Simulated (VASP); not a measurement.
Input of a VASP 6.6.1 run:

File INCAR:

```
SYSTEM = Na8F7
  ALGO = Normal
  EDIFF = 1E-6
  ENCUT = 520
  GGA = PE
  ISIF = 2
  ISMEAR = 0
  LASPH = .TRUE.
  LCHARG = .FALSE.
  LREAL = Auto
  LWAVE = .FALSE.
  NBANDS = 66
  NELECT = 104.0
  NELM = 60
  PREC = Accurate
  SIGMA = 0.05
```

The input KPOINTS:

```
k-points
0
G
  4 4 4
  0 0 0
```

POSCAR

```
Na8F7
1.0
    0.0000000000      4.6997660262      4.6997660262
    4.6997660262      0.0000000000      4.6997660262
    4.6997660262      4.6997660262      0.0000000000
Na F
8 7
Direct
   -0.0392620609      0.5392620581      0.4994385863
   -0.0179430209      0.5179430181     -0.0100168816
   -0.0080545499     -0.0080545499      0.5238351199
    0.0094420658      0.0094420658     -0.0228574145
    0.4905579314      0.4905579314      0.4960267143
    0.5080545471      0.5080545471      0.0077258101
    0.5392620581     -0.0392620609      0.4994385863
    0.5179430181     -0.0179430209     -0.0100168816
    0.2499999986      0.2499999986      0.6333205703
    0.2461170393      0.7802327775      0.2397675743
    0.2538829579      0.7197672142      0.7661173939
    0.7802327775      0.2461170393      0.2397675743
    0.7197673206      0.2538830643      0.7661172875
    0.7499999958      0.7499999958      0.2407418781
    0.7499999958      0.7499999958      0.7555943169
```

Potentials or basis: VASP PAW PBE potentials, release 64 (Na_pv, F).

The run is started by

```sh
$ cat potpaw_PBE.64/Na_pv/POTCAR potpaw_PBE.64/F/POTCAR > POTCAR
$ mpirun -np 1 vasp_std > vasp.out
```

Predict the largest force.

0.561 eV/Å.

Forces on the atoms (eV/Å):
```
Na  -0.087  0.053  0.000
Na  -0.076 -0.035  0.000
Na  -0.053 -0.053 -0.075
Na   0.008  0.008  0.006
Na   0.008  0.008 -0.006
Na  -0.053 -0.053  0.075
Na   0.053 -0.087  0.000
Na  -0.035 -0.076  0.000
F    0.397  0.397  0.000
F   -0.040  0.001 -0.046
F    0.001 -0.040  0.046
F    0.001 -0.040 -0.046
F   -0.040  0.001  0.046
F   -0.029 -0.029  0.000
F   -0.055 -0.055  0.000
```

Caveat: the cell carries a net charge on a neutralising background, which shifts energy and pressure.
